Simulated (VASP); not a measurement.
Input of a VASP 6.6.1 run:

INCAR

```
PREC = Accurate
ENCUT = 520
EDIFF = 1E-7
ISMEAR = 0
SIGMA = 0.1
LREAL = F
LASPH = T
NELM = 80
ALGO = Normal
ISIF = 2
LWAVE = F
LCHARG = F
LDIPOL = T
IDIPOL = 3
DIPOL = 0.5 0.5 0.347
GGA = PS
NBANDS = 46
```

File KPOINTS:

```
Automatic mesh
0
Gamma
  6 6 1
```

The input POSCAR:

```
NaTa6
1.0
    4.6393552080      0.0000000000      0.0000000000
   -2.3196776040      4.0177994673      0.0000000000
    0.0000000000      0.0000000000     19.9442140487
Ta Na
6 1
Direct
    0.6666666667      0.3333333333      0.2005594199
    0.3333333333      0.6666666667      0.2480420840
    0.0000000000      0.0000000000      0.2955247481
    0.6666666667      0.3333333333      0.3400438158
    0.3333333333      0.6666666667      0.3814862476
    0.0000000000      0.0000000000      0.4233916678
    0.3333333333      0.6666666667      0.5391853060
```

Potentials or basis: VASP PAW PBE potentials, release 64 (Ta_pv, Na_pv).

Command:

```bash
$ cat potpaw_PBE.64/Ta_pv/POTCAR potpaw_PBE.64/Na_pv/POTCAR > POTCAR
$ mpirun -np 1 vasp_std > vasp.out
```

Task: Estimate the largest force.

Result: 1.903 eV/Å.

Task: Estimate the band gap on the k mesh.

Result: Zero (an odd number of electrons rules out a gap without spin polarisation).

Forces in eV/Å, atoms in the order of the input:
```
Ta   0.000  0.000  1.775
Ta   0.000  0.000 -0.027
Ta   0.000  0.000 -1.903
Ta   0.000  0.000  0.037
Ta   0.000  0.000 -0.078
Ta   0.000  0.000  0.186
Na   0.000  0.000  0.010
```

Caveat: the PAW data sets were made with another functional, which shifts forces and pressure a little; spin-orbit coupling is left out, which moves the levels of the heavy elements.
